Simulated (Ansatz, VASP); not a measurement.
## One calculation of SrCl2, two programs

```xyz
3
Lattice="0.0000 3.5343 3.5343 3.5343 0.0000 3.5343 3.5343 3.5343 0.0000" Properties=species:S:1:pos:R:3 pbc="T T T"
Sr    0.0000    0.0000    0.0000
Cl    1.7671    1.7671    1.7671
Cl    5.3014    5.3014    5.3014
```

Alike in both runs: task single point; functional PBE; k mesh 6 × 6 × 6; occupations fermi-dirac, width 0.02 eV; no spin polarisation.

|  | VASP | Ansatz |
| --- | --- | --- |
| version | VASP 6.6.1 | Ansatz 0.2.0 |
| potentials or method | VASP PAW PBE potentials, release 64 (Sr_sv, Cl), cutoff 520 eV | plane waves, PAW |
| valence electrons in the cell | 24 | 24 |

|  | VASP | Ansatz | Ansatz less VASP |
| --- | --- | --- | --- |
| pressure (GPa) | -0.3 | -0.4 | -0.07 |
